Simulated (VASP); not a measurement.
**BAs: single point with r2SCAN+D3(BJ)**

Crystal: BAs.

```
B As
1.0
     2.92516    0.00000    0.00000
     0.00000    2.92516    0.00000
     0.00000    0.00000    2.92516
B As
1 1
Direct
  0.00000 0.00000 0.00000
  0.50000 0.50000 0.50000
```

```json
{
  "Program": "VASP 6.6.1",
  "Task": "single point",
  "Functional": "r2SCAN",
  "Dispersion": "D3(BJ)",
  "Potentials or basis": "VASP PAW PBE potentials, release 64 (B, As)",
  "Cutoff": "520 eV",
  "k mesh": "6 × 6 × 6",
  "Occupations": "fermi-dirac, width 0.02 eV",
  "Spin": "no spin polarisation"
}
```

```yaml
Pressure: -0.2 GPa
Band_gap_on_the_k_mesh: zero (band 4 reaches 10.29 eV, above the bottom of band 5 at 4.37 eV)
Dispersion_energy_per_atom: -0.168 eV
```

Levels at points of the mesh, in eV from the Fermi level:
```csv
k point,band 1,band 2,band 3,band 4,band 5,band 6,band 7,band 8
"(0.00, 0.00, 0.00)",-16.74,-1.00,-1.00,-1.00,-0.14,6.02,6.02,10.04
"(0.50, 0.00, 0.00)",-13.52,-10.82,3.01,3.01,3.34,3.34,3.85,4.85
"(0.50, 0.50, 0.00)",-10.29,-7.29,-7.29,-5.99,4.45,5.36,7.77,7.77
"(0.50, 0.50, 0.50)",-7.52,-3.32,-3.32,-3.32,-2.91,-2.12,-2.12,-2.12
```

It took 13 s on 1 thread of Intel(R) Xeon(R) Platinum 8559C (Emerald Rapids), on a shared host, peak memory 0.14 GiB.

Caveat: the PAW data sets were made with another functional, which shifts forces and pressure a little; pairwise dispersion overbinds metals, which lowers pressure and volume.
